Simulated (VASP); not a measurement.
Runs of VASP 6.6.1 on Ga. The structure is that of space group Fd-3m (No. 227), or close to it. The cells are those of the table. 

| cell | k mesh | gap on the mesh (eV) | pressure (GPa) |
| --- | --- | --- | --- |
| a = 3.961 Å, angles 60.0°, 2 atoms | 11 × 11 × 11 | none | (b) |
| a = 4.015 Å, angles 60.0°, 2 atoms | 11 × 11 × 11 | none | 0.1 |
| a = 4.068 Å, angles 60.0°, 2 atoms | 11 × 11 × 11 | none | -1.6 |
| a = 3.905 Å, angles 60.0°, 2 atoms | 11 × 11 × 11 | none | (a) |
| a = 4.015 Å, angles 60.0°, 2 atoms | 9 × 9 × 9 | none | 0.2 |

Alike in all rows: task single point; level LDA; potentials or basis VASP PAW LDA potentials, release 64 (Ga_d); no spin polarisation; cutoff (eV) 520; smearing fermi-dirac 0.1 eV.

Task: Fill in the values left out.

Result: (a) 5.3; (b) 2.4.

A k mesh can miss the band edges, and the runs leave out spin-orbit coupling on Ga.

A gap of «none» marks levels without a gap at the run's occupations.
